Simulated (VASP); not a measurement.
# Pt (P2_1/m) in VASP: single point with LDA

Aim: the single point of Pt with LDA.

Program: VASP 6.6.1. These are calculated values, not measurements. Logs are shortened: lines on timing, memory, paths and dates and some standing lists are left out, and cuts for length are marked.

## (1) The cell of the first run

Symmetry: P2_1/m, No. 11, monoclinic system. Conventional cell: a = 2.708 Å, b = 4.677 Å, c = 2.708 Å, α = 90.00°, β = 120.00°, γ = 90.00°. Within 3.6 Å of Pt (site symmetry m) lie 12 Pt at 2.71 to 2.92 Å.

## (2) Single point, LDA (mode 1 frozen in at -0.104 Å and mode 2 at +0.000 Å (largest displacements))

INCAR reads:

```
SYSTEM = Pt
PREC     = Accurate       ! precision mode
ENCUT    = 520            ! plane-wave cutoff, eV
EDIFF    = 1E-6           ! SCF threshold, eV
ISMEAR   = 0              ! smearing method
SIGMA    = 0.15           ! smearing width, eV
LREAL    = .FALSE.        ! projectors in reciprocal space
LASPH    = .TRUE.         ! aspherical terms in the spheres
NELM     = 100            ! most SCF steps
ALGO     = Fast           ! electronic algorithm
ISIF     = 2              ! what is computed and relaxed
LWAVE    = .FALSE.        ! write WAVECAR
LCHARG   = .FALSE.        ! write CHGCAR
GGA      = CA             ! functional
NBANDS   = 28             ! bands
```

KPOINTS reads:

```
Automatic mesh
0
G
  18 18 6
  0 0 0
```

POSCAR reads:

```
Pt
1.0
    2.7082945870      0.0000000000      0.0000000000
   -1.3541472935      2.3454519133      0.0000000000
    0.0000000000      0.0000000000      9.3530207388
Pt
4
Direct
    0.6282661173      0.3333333333      0.3750000000
    0.6282661173      0.3333333333      0.8750000000
    0.3717338827      0.6666666667      0.1250000000
    0.3717338827      0.6666666667      0.6250000000
```

Potentials or basis: VASP PAW LDA potentials, release 64 (Pt).

The run is started by

```console
> cat potpaw_LDA.64/Pt/POTCAR > POTCAR
> mpirun -np 1 vasp_std > vasp.out
```

OUTCAR:

```text
SYSTEM = Pt
   PREC = Accurate
   ENCUT = 520
   EDIFF = 1E-6
   ISMEAR = 0
   LREAL = .FALSE.
   LASPH = .TRUE.
   NELM = 100
   ISIF = 2
   GGA = CA

 ion  position               nearest neighbor table
   1  0.628  0.333  0.375-   3 2.72   4 2.72   3 2.82   4 2.82   3 2.92   4 2.92
   2  0.628  0.333  0.875-   3 2.72   4 2.72   3 2.82   4 2.82   3 2.92   4 2.92
   3  0.372  0.667  0.125-   1 2.72   2 2.72   1 2.82   2 2.82   1 2.92   2 2.92
   4  0.372  0.667  0.625-   1 2.72   2 2.72   1 2.82   2 2.82   1 2.92   2 2.92

  LATTYP: Found a hexagonal cell.
 ALAT       =     2.7082945870
 C/A-ratio  =     3.4534724486

  Lattice vectors:

 A1 = (   2.7082945870,   0.0000000000,   0.0000000000)
 A2 = (  -1.3541472935,   2.3454519133,   0.0000000000)
 A3 = (   0.0000000000,   0.0000000000,   9.3530207388)

Analysis of symmetry for initial positions (statically):
=====================================================================
 Subroutine PRICEL returns following result:

  LATTYP: Found a hexagonal cell.
 ALAT       =     2.7082945870
 C/A-ratio  =     1.7267362243

  Lattice vectors:

 A1 = (   2.7082945870,   0.0000000000,   0.0000000000)
 A2 = (  -1.3541472935,   2.3454519133,   0.0000000000)
 A3 = (   0.0000000000,   0.0000000000,   4.6765103694)

   2 primitive cells build up your supercell.

 Routine SETGRP: Setting up the symmetry group for a
 hexagonal supercell.

 Subroutine GETGRP returns: Found  4 space group operations
 (whereof  2 operations were pure point group operations)
 out of a pool of 24 trial point group operations.

The static configuration has the point symmetry S_2 .
 The point group associated with its full space group is C_2h.

Analysis of symmetry for dynamics (positions and initial velocities):
=====================================================================
 Subroutine PRICEL returns following result:

  LATTYP: Found a hexagonal cell.
 ALAT       =     2.7082945870
 C/A-ratio  =     1.7267362243

  Lattice vectors:

 A1 = (   2.7082945870,   0.0000000000,   0.0000000000)
 A2 = (  -1.3541472935,   2.3454519133,   0.0000000000)
 A3 = (   0.0000000000,   0.0000000000,   4.6765103694)

   2 primitive cells build up your supercell.

 Routine SETGRP: Setting up the symmetry group for a
 hexagonal supercell.

 Subroutine GETGRP returns: Found  4 space group operations
 (whereof  2 operations were pure point group operations)
 out of a pool of 24 trial point group operations.

The dynamic configuration has the point symmetry S_2 .
 The point group associated with its full space group is C_2h.

 Subroutine INISYM returns: Found  4 space group operations
 (whereof  2 operations are pure point group operations),
 and found     2 'primitive' translations

----------------------------------------------------------------------------------------

                                     Primitive cell

  volume of cell :      29.7060

  direct lattice vectors                    reciprocal lattice vectors
     2.708294587  0.000000000  0.000000000     0.369236052  0.213178534  0.000000000
    -1.354147294  2.345451913  0.000000000     0.000000000  0.426357068  0.000000000
     0.000000000  0.000000000  4.676510369     0.000000000  0.000000000  0.213834659

  length of vectors
     2.708294587  2.708294587  4.676510369     0.426357068  0.426357068  0.213834659

  position of ions in fractional coordinates (direct lattice)
     0.628266117  0.333333333  0.750000000
     0.371733883  0.666666667  0.250000000

  ion indices of the primitive-cell ions
   primitive index   ion index
                 1           1
                 2           3

----------------------------------------------------------------------------------------

 KPOINTS: Automatic mesh

Automatic generation of k-mesh.
 Grid dimensions read from file:
 generate k-points for:   18   18    6

 Generating k-lattice:

  Cartesian coordinates                     Fractional coordinates (reciprocal lattice)
     0.020513114  0.011843252  0.000000000     0.055555556  0.000000000  0.000000000
     0.000000000  0.023686504  0.000000000     0.000000000  0.055555556  0.000000000
     0.000000000  0.000000000  0.017819555     0.000000000  0.000000000  0.166666667

  Length of vectors
     0.023686504  0.023686504  0.017819555

  Shift w.r.t. Gamma in fractional coordinates (k-lattice)
     0.000000000  0.000000000  0.000000000

 Subroutine IBZKPT returns following result:
 ===========================================

 Found    656 irreducible k-points:

 Following reciprocal coordinates:
            Coordinates               Weight
  0.000000  0.000000  0.000000      1.000000
  0.055556  0.000000  0.000000      2.000000
  0.000000  0.055556  0.000000      2.000000
 -0.055556  0.055556  0.000000      2.000000
  0.111111  0.000000  0.000000      2.000000
  0.000000  0.111111  0.000000      2.000000
[... 16 lines left out ...]
  0.444444 -0.000000  0.000000      2.000000
  0.000000  0.444444  0.000000      2.000000
 [... further k-points ...]
   k-points           NKPTS =    656   k-points in BZ     NKDIM =    656   number of bands    NBANDS=     28
   number of dos      NEDOS =    301   number of ions     NIONS =      4
   total plane-waves  NPLWV =  28000
   dimension x,y,z NGX =    20 NGY =   20 NGZ =   70
   dimension x,y,z NGXF=    40 NGYF=   40 NGZF=  140
   ions per type =               4
   NGX,Y,Z   is equivalent  to a cutoff of  12.28, 12.28, 12.44 a.u.
   NGXF,Y,Z  is equivalent  to a cutoff of  24.55, 24.55, 24.88 a.u.
 SYSTEM =  Pt
   PREC   = accura    normal or accurate (medium, high low for compatibility)
   ISTART =      0    job   : 0-new  1-cont  2-samecut
   ICHARG =      2    charge: 1-file 2-atom 10-const
   ISPIN  =      1    spin polarized calculation?
   LNONCOLLINEAR =      F non collinear calculations
   LSORBIT =      F    spin-orbit coupling
   LASPH  =      T    aspherical Exc in radial PAW
   ENCUT  =  520.0 eV  38.22 Ry    6.18 a.u.   5.04  5.04 17.39*2*pi/ulx,y,z
   NELM   =    100;   NELMIN=  2; NELMDL= -5     # of ELM steps
   EDIFF  = 0.1E-05   stopping-criterion for ELM
   LREAL  =      F    real-space projection
   EDIFFG = 0.1E-04   stopping-criterion for IOM
   NSW    =      0    number of steps for IOM
   IBRION =     -1    ionic relax: 0-MD 1-quasi-New 2-CG
   NFREE  =      0    steps in history (QN), initial steepest desc. (CG)
   ISIF   =      2    stress and relaxation
   ISYM   =      2    0-nonsym 1-usesym 2-fastsym
   POTIM  = 0.5000    time-step for ionic-motion
   TEBEG  =    0.0;   TEEND  =   0.0 temperature during run
   PSTRESS=    0.0 pullay stress
   NELECT =      40.0000    total number of electrons
   NUPDOWN=      -1.0000    fix difference up-down
   EMIN   =  10.00;   EMAX   =-10.00  energy-range for DOS
   EFERMI =   0.00;   METHOD = LEGACY
   ISMEAR =     0;   SIGMA  =   0.15  broadening in eV -4-tet -1-fermi 0-gaus
   EFERMI_NEDOS =   21; number of points for ismear=-14 and -15
   IALGO  =     68    algorithm
   IMIX   =      4    mixing-type and parameters
     AMIX     =   0.40;   BMIX     =  1.00
     AMIX_MAG =   1.60;   BMIX_MAG =  1.00
  volume/ion in A,a.u.               =      14.85       100.23
  Fermi-wavevector in a.u.,A,eV,Ry     =   1.434840  2.711454 28.011198  2.058765
  Thomas-Fermi vector in A             =   2.554204
   LORBIT       =      0    0 simple, 1 ext, 2 COOP (PROOUT), +10 PAW based schemes
   GGA     = CA    functional components
   LHFCALC =     F    Hartree Fock is set to
   AEXX    =    0.0000 exact exchange contribution
   IVDW    =     0    specifies the selected vdW correction
   LEPSILON=     F    determine dielectric tensor
   LRPA    =     F    only Hartree local field effects (RPA)
 non-spin polarized calculation
 RMM-DIIS sequential band-by-band and
 Gauss-broadening in eV      SIGMA  =   0.15
  energy-cutoff  :      520.00
  volume of cell :       59.41
 maximum number of plane-waves:      1629
   NGX = 11   NGY = 11   NGZ = 35

 number of electron      39.9999998 magnetization

 Free energy of the ion-electron system (eV)
  ---------------------------------------------------
  ext. energy  EPLUGINS =         0.00000000
  ---------------------------------------------------
  free energy    TOTEN  =       -29.80155855 eV

  energy without entropy =      -29.73446456  energy(sigma->0) =      -29.76801156

 E-fermi :  11.4159     XC(G=0): -13.7699

 val. band max:       11.4148930507   @ k =   0.3889  -0.1667  -0.1667
 cond. band min:      11.4166982696   @ k =   0.0000   0.3889   0.5000
 fundamental gap:      0.0018052188
 Fermi energy:        11.4159343364

 k-point     1 :       0.0000    0.0000    0.0000
  band No.  band energies     occupation
      1       1.0199      2.00000
      2       2.8561      2.00000
      3       2.8561      2.00000
      4       3.7304      2.00000
      5       6.9029      2.00000
      6       6.9909      2.00000
[... 20 lines left out ...]
     27      23.8298      0.00000
     28      26.3491      0.00000

 k-point     2 :       0.0556    0.0000    0.0000
  band No.  band energies     occupation
      1       1.1375      2.00000
      2       2.9712      2.00000
      3       2.9712      2.00000
      4       3.8359      2.00000
      5       6.9189      2.00000
      6       6.9408      2.00000
[... 20 lines left out ...]
     27      23.9188      0.00000
     28      26.5660      0.00000

 k-point     3 :       0.0000    0.0556    0.0000
  band No.  band energies     occupation
      1       1.1389      2.00000
      2       2.9730      2.00000
      3       2.9730      2.00000
      4       3.8417      2.00000
      5       6.9152      2.00000
      6       6.9181      2.00000
[... 20 lines left out ...]
     27      23.9055      0.00000
     28      26.5399      0.00000

 k-point     4 :      -0.0556    0.0556    0.0000
  band No.  band energies     occupation
      1       1.1398      2.00000
      2       2.9742      2.00000
      3       2.9742      2.00000
      4       3.8453      2.00000
      5       6.8984      2.00000
      6       6.9074      2.00000
[... 578 lines left out ...]
     27      20.6723      0.00000
     28      20.6723      0.00000

 k-point    23 :       0.4444   -0.0000    0.0000
  band No.  band energies     occupation
      1       4.1874      2.00000
      2       4.3957      2.00000
      3       4.3959      2.00000
      4       4.3959      2.00000
      5       4.9629      2.00000
      6       5.7738      2.00000
[... 20 lines left out ...]
     27      18.7109      0.00000
     28      19.1521      0.00000

 k-point    24 :       0.0000    0.4444    0.0000
  band No.  band energies     occupation
      1       4.2738      2.00000
      2       4.2738      2.00000
      3       4.4028      2.00000
      4       4.5338      2.00000
      5       5.2139      2.00000
      6       5.6379      2.00000
[... 20 lines left out ...]
     27      19.0144      0.00000
     28      20.2485      0.00000

 [... further k-points ...]

------------------------ aborting loop because EDIFF is reached ----------------------------------------

  FORCE on cell =-STRESS in cart. coord.  units (eV):
  Direction    XX          YY          ZZ          XY          YZ          ZX
  --------------------------------------------------------------------------------------
  -------------------------------------------------------------------------------------
  Total        0.6320906      0.1478549      0.6925813     -0.2723259      0.0000000      0.0000000
  in kB       17.0457303      3.9872361     18.6769964     -7.3438732      0.0000000      0.0000000
  external PRESSURE =      13.2366543 kB  Pullay stress =       0.0000000 kB

 VOLUME and BASIS-vectors are now :
 -----------------------------------------------------------------------------
  energy-cutoff  :      520.00
  volume of cell :       59.41
      direct lattice vectors                 reciprocal lattice vectors
     2.708294587  0.000000000  0.000000000     0.369236052  0.213178534  0.000000000
    -1.354147294  2.345451913  0.000000000     0.000000000  0.426357068  0.000000000
     0.000000000  0.000000000  9.353020739     0.000000000  0.000000000  0.106917329

 POSITION                                       TOTAL-FORCE (eV/Angst)
 -----------------------------------------------------------------------------------
      1.25015      0.78182      3.50738         0.015855     -0.143488     -0.000000
      1.25015      0.78182      8.18389         0.015855     -0.143488     -0.000000
      0.10400      1.56363      1.16913        -0.015855      0.143488      0.000000
      0.10400      1.56363      5.84564        -0.015855      0.143488      0.000000
 -----------------------------------------------------------------------------------
    total drift:                                0.000000     -0.000000      0.000000

  FREE ENERGIE OF THE ION-ELECTRON SYSTEM (eV)
  ---------------------------------------------------
  free  energy   TOTEN  =       -29.8015585541 eV

  energy  without entropy=      -29.7344645615  energy(sigma->0) =      -29.76801156
```

Wall time 9.3 min (1 thread of Intel Xeon 6975P-C (Granite Rapids), shared host); peak memory 0.79 GiB.

Results:

```
Free energy            : -29.8016 eV
Pressure               : 1.3 GPa
Largest force          : 0.144 eV/Å
Band gap on the k mesh : zero (band 20 reaches 12.03 eV, above the bottom of band 21 at 10.56 eV)
```

Forces in eV/Å, atoms in the order of the input:
```
Pt   0.016 -0.143  0.000
Pt   0.016 -0.143  0.000
Pt  -0.016  0.143  0.000
Pt  -0.016  0.143  0.000
```

Stress tensor (GPa, compression positive):
```
 1.70 -0.73  0.00
-0.73  0.40  0.00
 0.00  0.00  1.87
```

Levels at points of the mesh, in eV from the Fermi level:
```
           k point  band 18  band 19  band 20  band 21  band 22  band 23
(0.00, 0.00, 0.00)    -1.05    -1.05    -0.96    -0.77    -0.77    -0.72
(0.50, 0.00, 0.00)     0.44     0.45     0.45     1.93     2.23     2.23
(0.00, 0.50, 0.00)     0.44     0.44     0.52     1.69     1.69     2.37
(0.50, 0.50, 0.00)     0.43     0.43     0.61     1.13     1.13     2.81
(0.00, 0.00, 0.50)    -1.97    -1.21    -1.21    -0.66    -0.66    -0.20
(0.50, 0.00, 0.50)     0.44     0.44     0.44     0.80     0.80     3.83
(0.00, 0.50, 0.50)     0.37     0.50     0.50     1.36     1.36     3.40
(0.50, 0.50, 0.50)     0.30     0.56     0.56     1.89     1.89     2.95
```

Caveat: the cell differs from its parent crystal (mode 1 frozen in at -0.104 Å and mode 2 at +0.000 Å (largest displacements)); spin-orbit coupling is left out, which moves the levels of the heavy elements.
